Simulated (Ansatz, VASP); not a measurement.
## Pb in VASP and in Ansatz

```xyz
2
Lattice="2.7025 0.0000 0.0000 -1.3512 2.3404 0.0000 0.0000 0.0000 4.2658" Properties=species:S:1:pos:R:3 pbc="T T T"
Pb    0.0000    1.5603    1.0665
Pb    1.3512    0.7801    3.1994
```

Alike in both runs: task relaxation of cell and atoms; functional r2SCAN; k mesh 12 × 12 × 6; occupations gaussian, width 0.1 eV; no spin polarisation.

```csv
,VASP,Ansatz
version,VASP 6.6.1,Ansatz 0.2.0
potentials or method,"VASP PAW PBE potentials, release 64 (Pb_d), cutoff 600 eV","scalar-relativistic, plane waves, PAW"
valence electrons in the cell,28,28
```

Ansatz gave:

* gap on the k mesh at the Fermi level, each at its own relaxed structure (eV): none
* relaxed volume (Å³/atom): 30.86
* relaxed cell length with the largest relative difference (Å): 3.513

Task: What did VASP give for the same quantities?

Result: gap on the k mesh at the Fermi level, each at its own relaxed structure (eV): none; relaxed volume (Å³/atom): 30.55; relaxed cell length with the largest relative difference (Å): 3.498.

VASP's potentials were made for PBE, not for r2SCAN. A gap of «none» marks a metal or a gap that the smearing closes.

Spin-orbit coupling is off throughout. Noted on VASP's run: the volume moved by over 15 % at a fixed basis, so the end points are rough.
